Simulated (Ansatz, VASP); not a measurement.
**Two plane-wave programs on Ba**

```
Ba
1.0
     0.00000    3.12411    3.12411
     3.12411    0.00000    3.12411
     3.12411    3.12411    0.00000
Ba
1
Direct
  0.00000 0.00000 0.00000
```

Alike in both runs: task single point; functional RPBE; k mesh 10 × 10 × 10; occupations fermi-dirac, width 0.1 eV; no spin polarisation.

|  | VASP | Ansatz |
| --- | --- | --- |
| version | VASP 6.6.1 | Ansatz 0.2.0 |
| potentials or method | VASP PAW PBE potentials, release 64 (Ba_sv), cutoff 520 eV | plane waves (420 eV) with PAW, scalar-relativistic |
| valence electrons in the cell | 10 | 10 |

```tsv
	VASP	Ansatz	Ansatz less VASP
pressure (GPa)	1.3	1.2	-0.07
```

VASP's potentials were made for PBE, not for RPBE. With one functional, cell and mesh, what is left measures potentials, basis and numerics.

Neither program's run includes spin-orbit coupling.
